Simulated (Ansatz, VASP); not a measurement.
# HgH in VASP and in Ansatz

```
Hg H
1.0
     3.51367    0.00000    0.00000
    -1.75683    3.04293    0.00000
     0.00000    0.00000    5.33913
Hg H
2 2
Direct
  0.66667 0.33333 0.75000
  0.33333 0.66667 0.25000
  0.00000 0.00000 0.00000
  0.00000 0.00000 0.50000
```

Alike in both runs: functional r2SCAN; k mesh 12 × 12 × 8; occupations gaussian, width 0.1 eV; no spin polarisation.

Ansatz relaxed the structure, and its values are those at the end. VASP's run is a single point on that final structure, the one shown.

|  | VASP | Ansatz |
| --- | --- | --- |
| version | VASP 6.6.1 | Ansatz 0.2.0 |
| potentials or method | VASP PAW PBE potentials, release 64 (Hg, H), cutoff 520 eV | scalar-relativistic, plane waves, PAW |
| valence electrons in the cell | 26 | 42 |

|  | VASP | Ansatz | Ansatz less VASP |
| --- | --- | --- | --- |
| gap on the k mesh at the Fermi level (eV) | none | none | - |
| pressure (GPa) | 0.2 | 0.0 | -0.25 |

VASP's potentials were made for PBE, not for r2SCAN. A gap of «none» marks a metal or a gap that the smearing closes. The functional is the same, so the differences come from potentials, cutoffs and numerics. VASP's potentials hold 26 valence electrons a cell and Ansatz's 42, so a difference there can come from the potentials and not from the codes.

Spin-orbit coupling is off throughout.
